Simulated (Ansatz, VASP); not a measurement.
# Hf3Si2 in VASP and in Ansatz

```
Hf Si
1.0
     6.98985    0.00000    0.00000
     0.00000    6.98985    0.00000
     0.00000    0.00000    3.66328
Hf Si
6 4
Direct
  0.67323 0.82677 0.50000
  0.82677 0.32677 0.50000
  0.32677 0.17323 0.50000
  0.17323 0.67323 0.50000
  0.50000 0.50000 0.00000
  0.00000 0.00000 0.00000
  0.62360 0.12360 0.00000
  0.87640 0.62360 0.00000
  0.12360 0.37640 0.00000
  0.37640 0.87640 0.00000
```

Alike in both runs: task single point; functional LDA; k mesh 4 × 4 × 6; occupations gaussian, width 0.1 eV; no spin polarisation.

```csv
,VASP,Ansatz
version,VASP 6.6.1,Ansatz 0.2.0
potentials or method,"VASP PAW LDA potentials, release 64 (Hf_pv, Si), cutoff 520 eV","scalar-relativistic, plane waves, PAW"
valence electrons in the cell,76,172
```

VASP gave:

* gap on the k mesh at the Fermi level (eV): none
* pressure (GPa): -6.1
* traceless stress, the component that is largest in VASP (GPa): -0.41
* rms of the force components (eV/Å): 0.037

Q: Which values does Ansatz return?

A: gap on the k mesh at the Fermi level (eV): none; pressure (GPa): -6.4; traceless stress, the component that is largest in VASP (GPa): -0.44; rms of the force components (eV/Å): 0.041.

LDA's correlation is that of Perdew and Zunger in VASP and of Perdew and Wang (1992) in Ansatz. Atom by atom the forces differ by 0.006 eV/Å (rms over components). A gap of «none» marks a metal or a gap that the smearing closes. VASP's potentials hold 76 valence electrons a cell and Ansatz's 172, so a difference there can come from the potentials and not from the codes.

Spin-orbit coupling is off throughout.
